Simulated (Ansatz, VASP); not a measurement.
Zn7O8 in VASP and in Ansatz

```
Zn O
1.0
     0.00000    0.00000   -5.29327
     3.27949   -5.68024    0.00000
    -6.55897    0.00000    0.00000
Zn O
7 8
Direct
  0.49992 0.66554 0.33399
  0.49993 0.16325 0.83172
  0.49993 0.66553 0.83173
  0.99889 0.32991 0.16741
  0.99892 0.83457 0.16740
  0.99887 0.32990 0.66270
  0.00241 0.83148 0.66585
  0.63193 0.34788 0.14938
  0.63196 0.79849 0.14934
  0.63191 0.34787 0.69870
  0.62127 0.83144 0.66581
  0.08471 0.16479 0.33250
  0.12374 0.66523 0.33338
  0.12375 0.16396 0.83208
  0.12375 0.66523 0.83207
```

Change from the starting cell: Zn vacancy (site b), charge +0, atoms relaxed at the host's cell.

Alike in both runs: functional PBE; k mesh 3 × 3 × 3; occupations gaussian, width 0.01 eV; collinear spin.

Ansatz relaxed the structure, and its values are those at the end. VASP's run is a single point on that final structure, the one shown.

|  | VASP | Ansatz |
| --- | --- | --- |
| version | VASP 6.6.1 | Ansatz 0.2.0 |
| potentials or method | VASP PAW PBE potentials, release 64 (Zn, O), cutoff 520 eV | scalar-relativistic, plane waves, PAW |
| valence electrons in the cell | 132 | 132 |

Ansatz gave:

- gap on the k mesh at the Fermi level (eV): none
- rms of the force components (eV/Å): 0.002
- net moment per atom (μB): 0.13
- size of the moment on the site where the two differ most (μB): 0.37

Estimate VASP's values.

gap on the k mesh at the Fermi level (eV): none; rms of the force components (eV/Å): 0.021; net moment per atom (μB): 0.13; size of the moment on the site where the two differ most (μB): 0.36.

Site moments also hang on the region over which each program counts them. A gap of «none» marks a metal or a gap that the smearing closes. The functional is the same, so the differences come from potentials, cutoffs and numerics.

The k mesh is coarse, so the values compare programs but aren't converged.
